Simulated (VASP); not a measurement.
# Na7H (I-43m) in VASP: notebook

Na7H is run at these levels: PBE; tasks: single point, relaxation of cell and atoms.

Program: VASP 6.6.1. These are calculated values, not measurements. Logs are shortened: lines on timing, memory, paths and dates and some standing lists are left out, and cuts for length are marked.

**1. The cell of the first run**

The structure is cubic, space group I-43m (No. 217). The conventional cell has a = 6.647 Å, b = 6.647 Å, c = 6.647 Å, α = 90.00°, β = 90.00°, γ = 90.00°. Na (site symmetry -42m) has 12 Na at 2.77 to 3.32 Å and 2 H at 3.32 Å within 3.7 Å. Na (site symmetry 3m) has 2 H at 2.50 to 3.26 Å and 6 Na at 2.77 to 3.03 Å within 3.3 Å. Within 3.3 Å of H (site symmetry -43m) lie 8 Na at 2.50 to 3.26 Å.

**2. Single point, PBE**

Input file INCAR:

```
SYSTEM = Na7H
ALGO = Normal
EDIFF = 1E-6
ENCUT = 520
GGA = PE
ISIF = 2
ISMEAR = 0
LASPH = .TRUE.
LCHARG = .FALSE.
LREAL = .FALSE.
LWAVE = .FALSE.
NBANDS = 35
NELM = 100
PREC = Accurate
SIGMA = 0.1
```

Input file KPOINTS:

```
k-points
0
G
  4 4 4
  0 0 0
```

Input file POSCAR:

```
Na7H
1.0
   -3.3234869900      3.3234869900      3.3234869900
    3.3234869900     -3.3234869900      3.3234869900
    3.3234869900      3.3234869900     -3.3234869900
Na H
7 1
Direct
    0.0000000000      0.5000000000      0.5000000000
    0.5000000000      0.0000000000      0.5000000000
    0.5000000000      0.5000000000      0.0000000000
    0.4339882500      0.4339882500      0.4339882500
    0.0000000000      0.0000000000      0.5660117500
    0.0000000000      0.5660117500      0.0000000000
    0.5660117500      0.0000000000      0.0000000000
    0.0000000000      0.0000000000      0.0000000000
```

Potentials or basis: VASP PAW PBE potentials, release 64 (Na_pv, H).

Started as:

```console
cat potpaw_PBE.64/Na_pv/POTCAR potpaw_PBE.64/H/POTCAR > POTCAR
mpirun -np 1 vasp_std > vasp.out
```

OUTCAR:

```text
SYSTEM = Na7H
   EDIFF = 1E-6
   ENCUT = 520
   GGA = PE
   ISIF = 2
   ISMEAR = 0
   LASPH = .TRUE.
   LREAL = .FALSE.
   NELM = 100
   PREC = Accurate

 ion  position               nearest neighbor table
   1  0.000  0.500  0.500-   4 2.77   5 2.77   6 2.77   7 2.77
   2  0.500  0.000  0.500-   4 2.77   5 2.77   7 2.77   6 2.77
   3  0.500  0.500  0.000-   4 2.77   6 2.77   7 2.77   5 2.77
   4  0.434  0.434  0.434-   1 2.77   2 2.77   3 2.77
   5  0.000  0.000  0.566-   3 2.77   1 2.77   2 2.77
   6  0.000  0.566  0.000-   1 2.77   3 2.77   2 2.77
   7  0.566  0.000  0.000-   2 2.77   3 2.77   1 2.77
   8  0.000  0.000  0.000-

  LATTYP: Found a body centered cubic cell.
 ALAT       =     6.6469739800

  Lattice vectors:

 A1 = (  -3.3234869900,   3.3234869900,   3.3234869900)
 A2 = (   3.3234869900,  -3.3234869900,   3.3234869900)
 A3 = (   3.3234869900,   3.3234869900,  -3.3234869900)

Analysis of symmetry for initial positions (statically):
=====================================================================
 Subroutine PRICEL returns:
 Original cell was already a primitive cell.

 Routine SETGRP: Setting up the symmetry group for a
 body centered cubic supercell.

 Subroutine GETGRP returns: Found 24 space group operations
 (whereof 24 operations were pure point group operations)
 out of a pool of 48 trial point group operations.

The static configuration has the point symmetry T_d .

Analysis of symmetry for dynamics (positions and initial velocities):
=====================================================================
 Subroutine PRICEL returns:
 Original cell was already a primitive cell.

 Routine SETGRP: Setting up the symmetry group for a
 body centered cubic supercell.

 Subroutine GETGRP returns: Found 24 space group operations
 (whereof 24 operations were pure point group operations)
 out of a pool of 48 trial point group operations.

The dynamic configuration has the point symmetry T_d .

 Subroutine INISYM returns: Found 24 space group operations
 (whereof 24 operations are pure point group operations),
 and found     1 'primitive' translations

----------------------------------------------------------------------------------------

[... 88 lines left out ...]
   LREAL  =      F    real-space projection
   EDIFFG = 0.1E-04   stopping-criterion for IOM
   NSW    =      0    number of steps for IOM
   IBRION =     -1    ionic relax: 0-MD 1-quasi-New 2-CG
   NFREE  =      0    steps in history (QN), initial steepest desc. (CG)
   ISIF   =      2    stress and relaxation
   ISYM   =      2    0-nonsym 1-usesym 2-fastsym
   POTIM  = 0.5000    time-step for ionic-motion
   TEBEG  =    0.0;   TEEND  =   0.0 temperature during run
   PSTRESS=    0.0 pullay stress
   NELECT =      50.0000    total number of electrons
   NUPDOWN=      -1.0000    fix difference up-down
   EMIN   =  10.00;   EMAX   =-10.00  energy-range for DOS
   EFERMI =   0.00;   METHOD = LEGACY
   ISMEAR =     0;   SIGMA  =   0.10  broadening in eV -4-tet -1-fermi 0-gaus
   EFERMI_NEDOS =   21; number of points for ismear=-14 and -15
   IALGO  =     38    algorithm
   IMIX   =      4    mixing-type and parameters
     AMIX     =   0.40;   BMIX     =  1.00
     AMIX_MAG =   1.60;   BMIX_MAG =  1.00
  volume/ion in A,a.u.               =      18.35       123.86
  Fermi-wavevector in a.u.,A,eV,Ry     =   1.143188  2.160311 17.781154  1.306878
  Thomas-Fermi vector in A             =   2.279883
   LORBIT       =      0    0 simple, 1 ext, 2 COOP (PROOUT), +10 PAW based schemes
   GGA     = PE    functional components
   LHFCALC =     F    Hartree Fock is set to
   AEXX    =    0.0000 exact exchange contribution
   IVDW    =     0    specifies the selected vdW correction
   LEPSILON=     F    determine dielectric tensor
   LRPA    =     F    only Hartree local field effects (RPA)
 non-spin polarized calculation
 Gauss-broadening in eV      SIGMA  =   0.10
  energy-cutoff  :      520.00
  volume of cell :      146.84
 maximum number of plane-waves:      3997
 NGX is ok and might be reduce to    48
   NGX = 21   NGY = 21   NGZ = 21

 number of electron      49.9999977 magnetization

 Free energy of the ion-electron system (eV)
  ---------------------------------------------------
  ext. energy  EPLUGINS =         0.00000000
  ---------------------------------------------------
  free energy    TOTEN  =        -8.50669369 eV

  energy without entropy =       -8.49313610  energy(sigma->0) =       -8.49991490

 E-fermi :   2.8115     XC(G=0):  -8.3128

 val. band max:        2.7610154507   @ k =   0.5000   0.5000   0.2500
 cond. band min:       2.8161750241   @ k =   0.5000   0.0000   0.0000
 fundamental gap:      0.0551595734
 Fermi energy:         2.8114806016

 k-point     1 :       0.0000    0.0000    0.0000
  band No.  band energies     occupation
      1     -22.5504      2.00000
      2     -22.5504      2.00000
      3     -22.5504      2.00000
      4     -22.5337      2.00000
      5     -22.5337      2.00000
      6     -22.5337      2.00000
[... 293 lines left out ...]
     34       7.0616      0.00000
     35      11.4101      0.00000

------------------------ aborting loop because EDIFF is reached ----------------------------------------

  FORCE on cell =-STRESS in cart. coord.  units (eV):
  Direction    XX          YY          ZZ          XY          YZ          ZX
  --------------------------------------------------------------------------------------
  -------------------------------------------------------------------------------------
  Total       12.2563122     12.2563122     12.2563122     -0.0000000     -0.0000000     -0.0000000
  in kB      133.7298805    133.7298805    133.7298805     -0.0000000     -0.0000000     -0.0000000
  external PRESSURE =     133.7298805 kB  Pullay stress =       0.0000000 kB

 VOLUME and BASIS-vectors are now :
 -----------------------------------------------------------------------------
  energy-cutoff  :      520.00
  volume of cell :      146.84
      direct lattice vectors                 reciprocal lattice vectors
    -3.323486990  3.323486990  3.323486990     0.000000000  0.150444398  0.150444398
     3.323486990 -3.323486990  3.323486990     0.150444398  0.000000000  0.150444398
     3.323486990  3.323486990 -3.323486990     0.150444398  0.150444398  0.000000000

 POSITION                                       TOTAL-FORCE (eV/Angst)
 -----------------------------------------------------------------------------------
      3.32349      0.00000      0.00000         0.000000      0.000000     -0.000000
      0.00000      3.32349      0.00000         0.000000      0.000000     -0.000000
      0.00000      0.00000      3.32349         0.000000      0.000000     -0.000000
      1.44235      1.44235      1.44235        -0.197368     -0.197368     -0.197368
      1.88113      1.88113     -1.88113         0.197368      0.197368     -0.197368
      1.88113     -1.88113      1.88113         0.197368     -0.197368      0.197368
     -1.88113      1.88113      1.88113        -0.197368      0.197368      0.197368
      0.00000      0.00000      0.00000         0.000000      0.000000     -0.000000
 -----------------------------------------------------------------------------------
    total drift:                                0.000001      0.000001      0.000001

  FREE ENERGIE OF THE ION-ELECTRON SYSTEM (eV)
  ---------------------------------------------------
  free  energy   TOTEN  =        -8.5066936933 eV

  energy  without entropy=       -8.4931361021  energy(sigma->0) =       -8.49991490
```

stdout:

```text
POSCAR found type information on POSCAR NaH
 POSCAR found :  2 types and       8 ions
 scaLAPACK will be used
 LDA part: xc-table for (Slater+PW92), standard interpolation
 POSCAR, INCAR and KPOINTS ok, starting setup
 FFT: planning ... GRIDC
 FFT: planning ... GRID_SOFT
 FFT: planning ... GRID
 WAVECAR not read
 entering main loop
```

Run time: 78 s. Hardware: 1 thread of Oxide Virtual Turin-like, shared host; peak memory 0.27 GiB.

What came out:

| Quantity | Value |
| --- | --- |
| Free energy | -8.5067 eV |
| Pressure | 13.4 GPa |
| Largest force | 0.342 eV/Å |
| Band gap on the k mesh | zero (band 25 reaches 3.91 eV, above the bottom of band 26 at 1.41 eV) |

Forces in eV/Å, atoms in the order of the input:
```
Na   0.000  0.000  0.000
Na   0.000  0.000  0.000
Na   0.000  0.000  0.000
Na  -0.197 -0.197 -0.197
Na   0.197  0.197 -0.197
Na   0.197 -0.197  0.197
Na  -0.197  0.197  0.197
H    0.000  0.000  0.000
```

**3. Single point, PBE**

This run uses another cell than the first one, of 32.49 Å³/atom, 1.770 times its volume.

Input file INCAR:

```
SYSTEM = Na7H
PREC = Accurate
ENCUT = 520
EDIFF = 1E-6
ISMEAR = 0
SIGMA = 0.1
LREAL = .FALSE.
LASPH = .TRUE.
NELM = 60
ALGO = Normal
ISIF = 2
LWAVE = .FALSE.
LCHARG = .FALSE.
GGA = PE
NBANDS = 35
```

Input file KPOINTS:

```
Automatic mesh
0
G
  4 4 4
  0 0 0
```

Input file POSCAR:

```
Na7H
1.0
   -4.0204831520      4.0204831520      4.0204831520
    4.0204831520     -4.0204831520      4.0204831520
    4.0204831520      4.0204831520     -4.0204831520
Na H
7 1
Direct
    0.0000000000      0.5000000000      0.5000000000
    0.5000000000      0.0000000000      0.5000000000
    0.5000000000      0.5000000000      0.0000000000
    0.3388684761      0.3388684761      0.3388684761
    0.0000000000      0.0000000000      0.6611315239
    0.0000000000      0.6611315239      0.0000000000
    0.6611315239      0.0000000000      0.0000000000
    0.0000000000      0.0000000000      0.0000000000
```

Potentials or basis: VASP PAW PBE potentials, release 64 (Na_pv, H).

Started as:

```console
cat potpaw_PBE.64/Na_pv/POTCAR potpaw_PBE.64/H/POTCAR > POTCAR
mpirun -np 1 vasp_std > vasp.out
```

Run time: 95 s. Hardware: 1 thread of Oxide Virtual Turin-like, shared host; peak memory 0.36 GiB.

Results (log left out):

```yaml
Free_energy: -11.9579 eV
Pressure: 0.0 GPa
Largest_force: 0.054 eV/Å
Band_gap_on_the_k_mesh: zero (band 25 reaches 1.46 eV, above the bottom of band 26 at -0.52 eV)
```

Forces on the atoms (eV/Å):
```
Na   0.000  0.000  0.000
Na   0.000  0.000  0.000
Na   0.000  0.000  0.000
Na  -0.031 -0.031 -0.031
Na   0.031  0.031 -0.031
Na   0.031 -0.031  0.031
Na  -0.031  0.031  0.031
H    0.000  0.000  0.000
```

Levels at points of the mesh, in eV from the Fermi level:
```csv
k point,band 23,band 24,band 25,band 26,band 27,band 28
"(0.00, 0.00, 0.00)",-1.94,1.01,1.01,1.01,1.14,1.14
"(0.50, 0.00, 0.00)",-2.19,-1.21,0.08,0.15,0.20,1.37
"(0.50, 0.50, 0.50)",-1.07,-1.07,-0.98,-0.98,-0.98,1.77
```

**4. Relaxation of cell and atoms, PBE**

Input file INCAR:

```
PREC     = Accurate       # precision mode
ENCUT    = 600            # plane-wave cutoff, eV
EDIFF    = 1E-6           # SCF threshold, eV
ISMEAR   = 0              # smearing method
SIGMA    = 0.1            # smearing width, eV
LREAL    = F              # projectors in reciprocal space
LASPH    = T              # aspherical terms in the spheres
NELM     = 100            # most SCF steps
ALGO     = Normal         # electronic algorithm
ISIF     = 3              # what is computed and relaxed
LWAVE    = F              # write WAVECAR
LCHARG   = F              # write CHGCAR
GGA      = PE             # functional
IBRION   = 2              # ionic algorithm
NSW      = 90             # ionic steps
EDIFFG   = -0.04          # ionic threshold
```

Input file KPOINTS:

```
Automatic mesh
0
Gamma
  4 4 4
```

Input file POSCAR:

```
Na7H
1.0
   -3.3234869900      3.3234869900      3.3234869900
    3.3234869900     -3.3234869900      3.3234869900
    3.3234869900      3.3234869900     -3.3234869900
Na H
7 1
Direct
    0.0000000000      0.5000000000      0.5000000000
    0.5000000000      0.0000000000      0.5000000000
    0.5000000000      0.5000000000      0.0000000000
    0.4339882500      0.4339882500      0.4339882500
    0.0000000000      0.0000000000      0.5660117500
    0.0000000000      0.5660117500      0.0000000000
    0.5660117500      0.0000000000      0.0000000000
    0.0000000000      0.0000000000      0.0000000000
```

Started as:

```console
cat potpaw_PBE.64/Na_pv/POTCAR potpaw_PBE.64/H/POTCAR > POTCAR
mpirun -np 1 vasp_std > vasp.out
```

It took 7.7 min on 1 thread of Oxide Virtual Turin-like, shared host; peak memory 0.3 GiB.

Results (log left out):

- Free energy: -11.9014 eV
- Relaxed volume: 32.43 Å³/atom
- Relaxed cell: a = 6.959 Å, b = 6.959 Å, c = 6.959 Å, α = 109.47°, β = 109.47°, γ = 109.47°
- Space group after relaxing (to 0.05 Å): I-43m (No. 217)
- Energy gained by relaxing: 424.3 meV/atom
- Ionic steps: 12
- Pressure after relaxing: 0.0 GPa
- Largest force after relaxing: 0.027 eV/Å
- Band gap on the k mesh: zero (band 25 reaches 1.51 eV, above the bottom of band 26 at -0.51 eV)

Forces in eV/Å, atoms in the order of the input:
```
Na   0.000  0.000  0.000
Na   0.000  0.000  0.000
Na   0.000  0.000  0.000
Na   0.016  0.016  0.016
Na  -0.016 -0.016  0.016
Na  -0.016  0.016 -0.016
Na   0.016 -0.016 -0.016
H    0.000  0.000  0.000
```

The path:
```csv
step,energy change (eV),largest force (eV/Å),pressure (GPa),volume (Å³)
1,0.0000,0.3418,13.39,146.84
2,-1.9687,0.2746,5.49,181.92
3,-2.8068,0.2297,1.32,223.97
4,-2.9093,0.2142,0.27,244.08
5,-2.9167,0.2091,-0.08,251.42
6,-2.9158,0.2121,0.08,248.95
7,-2.9270,0.2156,0.07,248.83
8,-2.9618,0.2238,0.08,248.45
9,-3.0350,0.2361,0.09,247.69
10,-3.1859,0.2322,0.13,246.19
11,-3.3722,0.0029,0.56,243.19
12,-3.3945,0.0273,0.01,259.43
```

Final structure:
```yaml
crystal:
  lattice:
    - [-4.01776, 4.01776, 4.01776]
    - [4.01776, -4.01776, 4.01776]
    - [4.01776, 4.01776, -4.01776]
  atoms:
    - { symbol: Na, position: [0.00000, 0.50000, 0.50000] }
    - { symbol: Na, position: [0.50000, 0.00000, 0.50000] }
    - { symbol: Na, position: [0.50000, 0.50000, 0.00000] }
    - { symbol: Na, position: [0.33007, 0.33007, 0.33007] }
    - { symbol: Na, position: [0.00000, 0.00000, 0.66993] }
    - { symbol: Na, position: [0.00000, 0.66993, 0.00000] }
    - { symbol: Na, position: [0.66993, 0.00000, 0.00000] }
    - { symbol: H, position: [0.00000, 0.00000, 0.00000] }
```

Levels at points of the mesh, in eV from the Fermi level:
| k point | band 21 | band 22 | band 23 | band 24 | band 25 | band 26 | band 27 | band 28 | band 29 | band 30 |
| --- | --- | --- | --- | --- | --- | --- | --- | --- | --- | --- |
| (0.00, 0.00, 0.00) | -25.05 | -4.17 | -2.02 | 1.04 | 1.04 | 1.04 | 1.10 | 1.10 | 1.10 | 1.45 |
| (0.50, 0.00, 0.00) | -25.04 | -3.78 | -2.19 | -1.23 | 0.08 | 0.16 | 0.18 | 1.35 | 2.08 | 2.29 |
| (0.50, 0.50, 0.50) | -25.04 | -3.64 | -1.06 | -1.06 | -0.98 | -0.98 | -0.98 | 1.70 | 3.09 | 3.09 |

Caveat: the volume moved by over 15 % at a fixed basis, so the end points are rough.

**5. Single point, PBE**

This run uses another cell than the first one, of 32.91 Å³/atom, 1.793 times its volume.

Input file INCAR:

```
PREC     = Accurate       # precision mode
ENCUT    = 520            # plane-wave cutoff, eV
EDIFF    = 1E-6           # SCF threshold, eV
ISMEAR   = 0              # smearing method
SIGMA    = 0.1            # smearing width, eV
LREAL    = False          # projectors in reciprocal space
LASPH    = True           # aspherical terms in the spheres
NELM     = 100            # most SCF steps
ALGO     = Normal         # electronic algorithm
ISIF     = 2              # what is computed and relaxed
LWAVE    = False          # write WAVECAR
LCHARG   = False          # write CHGCAR
GGA      = PE             # functional
NBANDS   = 35             # bands
```

Input file KPOINTS:

```
regular mesh
0
Gamma
  8 8 8
```

Input file POSCAR:

```
Na7H
1.0
   -4.0374363975      4.0374363975      4.0374363975
    4.0374363975     -4.0374363975      4.0374363975
    4.0374363975      4.0374363975     -4.0374363975
Na H
7 1
Direct
    0.0000000000      0.5000000000      0.5000000000
    0.5000000000      0.0000000000      0.5000000000
    0.5000000000      0.5000000000      0.0000000000
    0.3311351616      0.3311351616      0.3311351616
    0.0000000000      0.0000000000      0.6688648384
    0.0000000000      0.6688648384      0.0000000000
    0.6688648384      0.0000000000      0.0000000000
    0.0000000000      0.0000000000      0.0000000000
```

Started as:

```console
cat potpaw_PBE.64/Na_pv/POTCAR potpaw_PBE.64/H/POTCAR > POTCAR
mpirun -np 1 vasp_std > vasp.out
```

Wall time 5.2 min (1 thread of Oxide Virtual Turin-like, shared host); peak memory 0.47 GiB.

Results (log left out):

```yaml
Free_energy: -11.9611 eV
Pressure: 0.0 GPa
Largest_force: 0.006 eV/Å
Band_gap_on_the_k_mesh: zero (band 25 reaches 1.45 eV, above the bottom of band 26 at -0.54 eV)
```

Forces in eV/Å, atoms in the order of the input:
```
Na   0.000  0.000  0.000
Na   0.000  0.000  0.000
Na   0.000  0.000  0.000
Na   0.004  0.004  0.004
Na  -0.004 -0.004  0.004
Na  -0.004  0.004 -0.004
Na   0.004 -0.004 -0.004
H    0.000  0.000  0.000
```

Levels at points of the mesh, in eV from the Fermi level:
```tsv
k point	band 23	band 24	band 25	band 26	band 27	band 28
(0.00, 0.00, 0.00)	-1.97	1.06	1.06	1.06	1.14	1.14
(0.50, 0.00, 0.00)	-2.14	-1.19	0.12	0.18	0.21	1.36
(0.50, 0.50, 0.50)	-1.02	-1.02	-0.94	-0.94	-0.94	1.71
```

(Part 1 of 2 ends here.)
